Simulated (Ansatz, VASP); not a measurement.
# One calculation of Al, two programs

```
Al
1.0
    -2.81442    0.00000    0.00000
    -1.40721   -2.43736    0.00000
    -0.82087   -0.60934   18.48209
Al
8
Direct
  0.98958 0.98438 0.06250
  0.90625 0.85938 0.56250
  0.21875 0.16146 0.68750
  0.30208 0.28646 0.18750
  0.86458 0.79688 0.81250
  0.94792 0.92188 0.31250
  0.51042 0.43229 0.93750
  0.59375 0.55729 0.43750
```

Alike in both runs: task single point; functional PBE; dispersion D3(BJ); k mesh 16 × 16 × 2; occupations gaussian, width 0.15 eV; no spin polarisation.

```csv
,VASP,Ansatz
version,VASP 6.6.1,Ansatz 0.2.0
potentials or method,"VASP PAW PBE potentials, release 64 (Al), cutoff 520 eV","scalar-relativistic, plane waves, PAW"
valence electrons in the cell,24,24
```

```csv
,VASP,Ansatz,Ansatz less VASP
gap on the k mesh at the Fermi level (eV),none,none,-
pressure (GPa),0.3,0.3,0.00
"traceless stress, the component that is largest in VASP (GPa)",0.93,0.92,-0.005
rms of the force components (eV/Å),0.082,0.082,-0.0001
```

Atom by atom the forces differ by 0.000 eV/Å (rms over components). A gap of «none» marks a metal or a gap that the smearing closes.
